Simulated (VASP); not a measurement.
CdH2O2: single point with PBEsol+D3(BJ)

The system is CdH2O2.

```xyz
5
Lattice="3.6796 0.0000 0.0000 -1.8398 3.1867 0.0000 0.0000 0.0000 4.2561" Properties=species:S:1:pos:R:3 pbc="T T T"
Cd    0.0000    2.1244    4.2021
H     0.0000    0.0000    0.0344
H     1.8398    1.0622    1.8382
O     0.0000    0.0000    3.3461
O     1.8398    1.0622    0.9018
```

```json
{"Program": "VASP 6.6.1", "Task": "single point", "Functional": "PBEsol", "Dispersion": "D3(BJ)", "Potentials or basis": "VASP PAW PBE potentials, release 64 (Cd, H, O)", "Cutoff": "520 eV", "k mesh": "6 × 6 × 4", "Occupations": "gaussian, width 0.01 eV", "Spin": "no spin polarisation"}
```

```json
{"Pressure": "8.1 GPa", "Largest force": "2.530 eV/Å", "Band gap on the k mesh": "1.43 eV, indirect (least direct gap 1.95 eV)", "Dispersion energy per atom": "-0.099 eV"}
```

Forces on the atoms (eV/Å):
```
Cd   0.000  0.000 -0.102
H    0.000  0.000  2.276
H    0.000  0.000  2.422
O    0.000  0.000 -2.530
O    0.000  0.000 -2.065
```

Stress tensor (GPa, compression positive):
```
 4.89  0.00  0.00
 0.00  4.89  0.00
 0.00  0.00 14.55
```

Levels at points of the mesh, in eV from the valence-band top:
```tsv
k point	band 11	band 12	band 13	band 14	band 15	band 16
(0.00, 0.00, 0.00)	-1.29	-0.52	-0.52	1.43	6.13	10.95
(0.50, 0.00, 0.00)	-2.87	-2.17	0.00	5.81	6.43	8.55
(0.00, 0.00, 0.50)	-1.42	-0.33	-0.33	3.62	4.82	10.79
(0.50, 0.00, 0.50)	-2.55	-1.98	-0.33	6.10	6.30	8.69
```

Wall time 15 s on 1 thread of Intel(R) Xeon(R) Platinum 8375C CPU @ 2.90GHz (Ice Lake), on a shared host, peak memory 0.19 GiB.

Caveat: the PAW data sets were made with another functional, which shifts forces and pressure a little. A k mesh can miss the band edges.
